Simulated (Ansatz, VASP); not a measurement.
## Two plane-wave programs on InAs

INCAR

```
SYSTEM = InAs
PREC = Accurate
ENCUT = 520
EDIFF = 1E-6
ISMEAR = 0
SIGMA = 0.05
LREAL = .FALSE.
LASPH = .TRUE.
NELM = 60
ALGO = Normal
ISIF = 2
LWAVE = .FALSE.
LCHARG = .FALSE.
GGA = PS
NBANDS = 16
```

File KPOINTS:

```
Automatic mesh
0
G
  14 14 14
  0 0 0
```

File POSCAR:

```
InAs
1.0
    0.0000000000      3.0022995304      3.0022995304
    3.0022995304      0.0000000000      3.0022995304
    3.0022995304      3.0022995304      0.0000000000
In As
1 1
Direct
    0.0000000000      0.0000000000      0.0000000000
    0.2500000000      0.2500000000      0.2500000000
```

Input for Ansatz:

```yaml
crystal:
  lattice:
    - [0.0, 3.0022995304, 3.0022995304]
    - [3.0022995304, 0.0, 3.0022995304]
    - [3.0022995304, 3.0022995304, 0.0]
  atoms:
    - { symbol: In, position: [0.0, 0.0, 0.0] }
    - { symbol: As, position: [0.25, 0.25, 0.25] }
basis:
  ecutwfc: 420
  ecutrho_ratio: 4
kpoints:
  mp_grid: { grid: [14, 14, 14] }
hamiltonian:
  xc: pbesol
scf:
  occupations: { method: gaussian, width: 0.05 }
output:
  forces: true
  stress: true
  eigenvalues: true
```

Alike in both runs: task single point; functional PBEsol; k mesh 14 × 14 × 14; occupations gaussian, width 0.05 eV; no spin polarisation.

|  | VASP | Ansatz |
| --- | --- | --- |
| version | VASP 6.6.1 | Ansatz 0.2.0 |
| potentials or method | VASP PAW PBE potentials, release 64 (In_d, As), cutoff 520 eV | scalar-relativistic, plane waves, PAW |
| valence electrons in the cell | 18 | 28 |

```tsv
	VASP	Ansatz	Ansatz less VASP
gap on the k mesh at the Fermi level (eV)	none	none	-
pressure (GPa)	2.6	2.5	-0.10
```

VASP's potentials were made for PBE, not for PBEsol. A gap of «none» marks a metal or a gap that the smearing closes. The functional is the same, so the differences come from potentials, cutoffs and numerics. VASP's potentials hold 18 valence electrons a cell and Ansatz's 28, so a difference there can come from the potentials and not from the codes.
